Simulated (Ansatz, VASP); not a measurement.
# Rh in VASP and in Ansatz

File INCAR:

```
SYSTEM = Rh
ALGO = Normal
EDIFF = 1E-7
ENCUT = 520
GGA = PS
ISIF = 2
ISMEAR = -1
LASPH = .TRUE.
LCHARG = .FALSE.
LREAL = .FALSE.
LWAVE = .FALSE.
NBANDS = 22
NELM = 100
PREC = Accurate
SIGMA = 0.1
```

The input KPOINTS:

```
k-points
0
G
  11 11 11
  0 0 0
```

POSCAR

```
Rh
1.0
    0.0000000000      2.7888345603      2.7888345603
    2.7888345603      0.0000000000      2.7888345603
    2.7888345603      2.7888345603      0.0000000000
Rh
2
Direct
    0.1250000000      0.1250000000      0.1250000000
    0.8750000000      0.8750000000      0.8750000000
```

Input for Ansatz:

```yaml
crystal:
  lattice:
    - [0.0, 2.7888345603, 2.7888345603]
    - [2.7888345603, 0.0, 2.7888345603]
    - [2.7888345603, 2.7888345603, 0.0]
  atoms:
    - { symbol: Rh, position: [0.125, 0.125, 0.125] }
    - { symbol: Rh, position: [0.875, 0.875, 0.875] }
hamiltonian:
  xc: pbesol
  pseudopotentials:
    kind: paw
    azcp:
      Rh: "pseudopotentials/Rh.paw.azcp"
basis:
  ecutwfc: 420
  fft_grid_basis: typed
kpoints:
  mp_grid: { grid: [11, 11, 11], shift: [0, 0, 0] }
magnetization:
  spin_polarized: false
scf:
  occupations: { method: fermi_dirac, width: 0.1 }
  lower_state_search: "off"
output:
  stress: true
```

Alike in both runs: task single point; functional PBEsol; k mesh 11 × 11 × 11; occupations fermi-dirac, width 0.1 eV; no spin polarisation.

|  | VASP | Ansatz |
| --- | --- | --- |
| version | VASP 6.6.1 | Ansatz 0.2.0 |
| potentials or method | VASP PAW PBE potentials, release 64 (Rh_pv), cutoff 520 eV | plane waves (420 eV) with PAW, scalar-relativistic |
| valence electrons in the cell | 30 | 34 |

```tsv
	VASP	Ansatz	Ansatz less VASP
pressure (GPa)	-9.4	-9.4	-0.03
```

VASP's potentials were made for PBE, not for PBEsol, and Ansatz warns of the same on its side. VASP's potentials hold 30 valence electrons a cell and Ansatz's 34, so a difference there can come from the potentials and not from the codes.
